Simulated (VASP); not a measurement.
Here is a VASP 6.6.1 calculation.

File INCAR:

```
PREC     = Accurate       # precision mode
ENCUT    = 520            # plane-wave cutoff, eV
EDIFF    = 1E-6           # SCF threshold, eV
ISMEAR   = 0              # smearing method
SIGMA    = 0.15           # smearing width, eV
LREAL    = False          # projectors in reciprocal space
LASPH    = True           # aspherical terms in the spheres
NELM     = 100            # most SCF steps
ALGO     = Fast           # electronic algorithm
ISIF     = 2              # what is computed and relaxed
LWAVE    = False          # write WAVECAR
LCHARG   = False          # write CHGCAR
GGA      = PS             # functional
NBANDS   = 18             # bands
```

Contents of KPOINTS:

```
Automatic mesh
0
Gamma
  14 14 10
```

POSCAR

```
Cu
1.0
    0.0000000000     -1.7816860089     -1.7816860089
    0.0000000000      1.7816860089     -1.7816860089
    3.5633720178      0.0000000000      0.0000000000
Cu
2
Direct
    0.4461318030      0.4638116578      0.4259490292
    0.0538681970      0.0361883422      0.0740509708
```

Potentials or basis: VASP PAW PBE potentials, release 64 (Cu).

The run is started by

```sh
$ cat potpaw_PBE.64/Cu/POTCAR > POTCAR
$ mpirun -np 1 vasp_std > vasp.out
```

(1) Estimate the largest force.

(2) What does it give for the pressure?

(3) What does it give for the band gap on the k mesh?

## Answers

(1) 8.107 eV/Å.

(2) 42.4 GPa.

(3) zero (bands 11 and 12 overlap by 5.63 eV).

Caveat: the stress differs along the axes, from 31 to 52 GPa; the PAW data sets were made with another functional, which shifts forces and pressure a little.
